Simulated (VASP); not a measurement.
A run of VASP 6.6.1:

Contents of INCAR:

```
  PREC = Accurate
  ENCUT = 520
  EDIFF = 1E-6
  ISMEAR = 0
  SIGMA = 0.1
  LREAL = False
  LASPH = True
  NELM = 80
  ALGO = Normal
  ISIF = 2
  LWAVE = False
  LCHARG = False
  GGA = PE
  NBANDS = 20
```

KPOINTS

```
Automatic mesh
0
Gamma
  4 4 4
```

The input POSCAR:

```
BP4
1.0
    3.9937963100      0.0000000000      0.0000000000
    0.0000000000      3.9937963100      0.0000000000
    0.0000000000      0.0000000000      6.6592302500
B P
1 4
Direct
    0.5000000000      0.5000000000      0.0000000000
    0.5000000000      0.0000000000      0.0000000000
    0.0000000000      0.5000000000      0.0000000000
    0.0000000000      0.0000000000      0.3202259000
    0.0000000000      0.0000000000      0.6797741000
```

Potentials or basis: VASP PAW PBE potentials, release 64 (B, P).

The run is started by

```sh
$ cat potpaw_PBE.64/B/POTCAR potpaw_PBE.64/P/POTCAR > POTCAR
$ mpirun -np 1 vasp_std > vasp.out
```

Hardware: 1 thread of Intel(R) Xeon(R) 6975P-C (Granite Rapids), with other jobs on the host.

**Question.** Estimate the wall time of this run.

**Answer.** Run time: 20 s on 1 thread of Intel(R) Xeon(R) 6975P-C (Granite Rapids), on a shared host, peak memory 0.2 GiB. Counts: scf iterations 15, k points 18.
